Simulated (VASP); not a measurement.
Wanted: the native input for a VASP 6.6.1 run.

```
Task                   : single point
Functional             : r2SCAN
Potentials or basis    : VASP PAW PBE potentials, release 64 (Mg, O)
Cutoff                 : 520 eV
k mesh                 : 10 × 10 × 10
Occupations            : gaussian, width 0.05 eV
Spin                   : no spin polarisation
Dipole correction      : no
Further INCAR settings : ALGO = Normal; EDIFF = 1e-06; NBANDS = 11
```

MgO:

```
CELL_PARAMETERS angstrom
0.00000 2.13515 2.13515
2.19920 0.00000 2.13515
2.19920 2.13515 0.00000
ATOMIC_POSITIONS crystal
Mg 0.00000 0.00000 0.00000
O 0.50000 0.50000 0.50000
```

This cell differs from its parent crystal: strain +0.0300 x Voigt [1, 0, 0, 0, 0, 0].

One way to write it, as run:

POSCAR

```
MgO
1.0
    0.0000000000      2.1351500000      2.1351500000
    2.1992045000      0.0000000000      2.1351500000
    2.1992045000      2.1351500000      0.0000000000
Mg O
1 1
Direct
    0.0000000000      0.0000000000      0.0000000000
    0.5000000000      0.5000000000      0.5000000000
```

INCAR.step1

```
ALGO     = Normal         # electronic algorithm
EDIFF    = 1E-4           # SCF threshold, eV
ENCUT    = 520            # plane-wave cutoff, eV
GGA      = PE             # functional
ISMEAR   = 0              # smearing method
LASPH    = True           # aspherical terms in the spheres
LCHARG   = False          # write CHGCAR
LREAL    = False          # projectors in reciprocal space
LWAVE    = True           # write WAVECAR
NBANDS   = 11             # bands
NELM     = 80             # most SCF steps
PREC     = Accurate       # precision mode
SIGMA    = 0.05           # smearing width, eV
```

INCAR.step2

```
ALGO     = Normal         # electronic algorithm
EDIFF    = 1E-6           # SCF threshold, eV
ENCUT    = 520            # plane-wave cutoff, eV
ISIF     = 2              # what is computed and relaxed
ISMEAR   = 0              # smearing method
ISTART   = 1            
LASPH    = True           # aspherical terms in the spheres
LCHARG   = False          # write CHGCAR
LMIXTAU  = True         
LREAL    = False          # projectors in reciprocal space
LWAVE    = False          # write WAVECAR
METAGGA  = R2SCAN         # meta-GGA
NBANDS   = 11             # bands
NELM     = 80             # most SCF steps
PREC     = Accurate       # precision mode
SIGMA    = 0.05           # smearing width, eV
```

KPOINTS

```
k-points
0
Gamma
  10 10 10
```

Potentials or basis: VASP PAW PBE potentials, release 64 (Mg, O).

Launch:

```bash
$ cat potpaw_PBE.64/Mg/POTCAR potpaw_PBE.64/O/POTCAR > POTCAR
$ cp INCAR.step1 INCAR
$ mpirun -np 1 vasp_std > vasp.out
$ cp INCAR.step2 INCAR
$ mpirun -np 1 vasp_std > vasp.out
```

It gave:

| Item | Value |
| --- | --- |
| Pressure | -11.7 GPa |
| Band gap on the k mesh | 4.87 eV |

Caveat: the cell differs from its parent crystal (strain +0.0300 x Voigt [1, 0, 0, 0, 0, 0]); the cell stands under tension; the PAW data sets were made with another functional, which shifts forces and pressure a little.

Run time: 87 s on 1 thread of Intel Xeon 8259CL (shared host), peak memory 0.16 GiB.
